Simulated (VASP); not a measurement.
A run of VASP 6.6.1 is set up as follows.

INCAR

```
PREC = Accurate ; ENCUT = 520
EDIFF = 1E-6 ; ISMEAR = -1
SIGMA = 0.1 ; LREAL = False
LASPH = True ; NELM = 100
ALGO = Normal ; ISIF = 2
LWAVE = False ; LCHARG = False
GGA = RP ; NBANDS = 20
```

The input KPOINTS:

```
regular mesh
0
Gamma
  14 14 7
```

File POSCAR:

```
Nb
1.0
    2.9251258550      0.0000000000      0.0000000000
   -1.4625629275      2.5332332997      0.0000000000
    0.0000000000      0.0000000000      5.3404757535
Nb
2
Direct
    0.3333333333      0.6666666667      0.2500000000
    0.6666666667      0.3333333333      0.7500000000
```

Potentials or basis: VASP PAW PBE potentials, release 64 (Nb_sv).

Command:

```sh
$ cat potpaw_PBE.64/Nb_sv/POTCAR > POTCAR
$ mpirun -np 1 vasp_std > vasp.out
```

Q: Estimate the band gap on the k mesh.

A: Zero (band 13 reaches 11.75 eV, above the bottom of band 14 at 9.82 eV).

Q: What does it give for the pressure?

A: -5.9 GPa.

Stress tensor (GPa, compression positive):
```
-6.16  0.00  0.00
 0.00 -6.16  0.00
 0.00  0.00 -5.49
```

Caveat: the PAW data sets were made with another functional, which shifts forces and pressure a little.
